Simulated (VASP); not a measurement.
# Nb: single point with BLYP

The system is Nb.

```
Nb
1.0
     4.88814    0.00000    0.00000
    -2.44407    4.23325    0.00000
     0.00000    0.00000    2.67825
Nb
3
Cartesian
  4.8881 0.0000 0.0000
  0.0000 2.8222 1.3391
  2.4441 1.4111 1.3391
```

This isn't the form of Nb at room conditions, which is bcc.

* Program: VASP 6.6.1
* Task: single point
* Functional: BLYP
* Potentials or basis: VASP PAW PBE potentials, release 64 (Nb_sv)
* Cutoff: 520 eV
* k mesh: 8 × 8 × 13
* Occupations: fermi-dirac, width 0.1 eV
* Spin: no spin polarisation

| Item | Value |
| --- | --- |
| Pressure | 6.5 GPa |
| Band gap on the k mesh | zero (an odd number of electrons rules out a gap without spin polarisation) |

Stress tensor (GPa, compression positive):
```
6.65 0.00 0.00
0.00 6.65 0.00
0.00 0.00 6.24
```

Levels at points of the mesh, in eV from the Fermi level:
| k point | band 16 | band 17 | band 18 | band 19 | band 20 | band 21 | band 22 | band 23 | band 24 | band 25 |
| --- | --- | --- | --- | --- | --- | --- | --- | --- | --- | --- |
| (0.00, 0.00, 0.00) | -1.14 | -1.14 | -1.14 | -1.14 | -1.08 | 0.54 | 0.54 | 2.88 | 2.88 | 2.90 |
| (0.50, 0.00, 0.00) | -2.03 | -1.83 | -1.56 | -1.04 | -0.94 | 1.67 | 1.95 | 2.93 | 3.10 | 3.10 |

It took 2.9 min on 1 thread of Intel Xeon 8259CL, with other jobs on the host, peak memory 0.21 GiB.

Caveat: the cell stands under pressure; the PAW data sets were made with another functional, which shifts forces and pressure a little.
